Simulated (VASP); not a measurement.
Input of a VASP 6.6.1 run:

The input INCAR:

```
PREC = Accurate
ENCUT = 520
EDIFF = 1E-7
ISMEAR = 0
SIGMA = 0.1
LREAL = False
LASPH = True
NELM = 60
ALGO = Normal
ISIF = 2
LWAVE = False
LCHARG = False
GGA = PE
NBANDS = 14
```

File KPOINTS:

```
regular mesh
0
Gamma
  18 18 18
```

The input POSCAR:

```
AlB2H2
1.0
   -1.3369466889      1.5821025592      4.0234276226
    1.3369466889     -1.5821025592      4.0234276226
    1.3369466889      1.5821025592     -4.0234276226
Al B H
1 2 2
Direct
    0.0000000000      0.0000000000      0.0000000000
    0.7573958669      0.2573958669      0.5000000000
    0.2426041331      0.7426041331      0.5000000000
    0.5000000000      0.6582927164      0.1582927164
    0.5000000000      0.3417072836      0.8417072836
```

Potentials or basis: VASP PAW PBE potentials, release 64 (Al, B, H).

The run is started by

```bash
$ cat potpaw_PBE.64/Al/POTCAR potpaw_PBE.64/B/POTCAR potpaw_PBE.64/H/POTCAR > POTCAR
$ mpirun -np 1 vasp_std > vasp.out
```

**Question.** What does it give for the band gap on the k mesh?

**Answer.** Zero (an odd number of electrons rules out a gap without spin polarisation).

**Question.** What does it give for the pressure?

**Answer.** -0.2 GPa.

Forces on the atoms (eV/Å):
```
Al   0.000  0.000  0.000
B    0.000  0.000  0.001
B    0.000  0.000 -0.001
H    0.002  0.000  0.000
H   -0.002  0.000  0.000
```
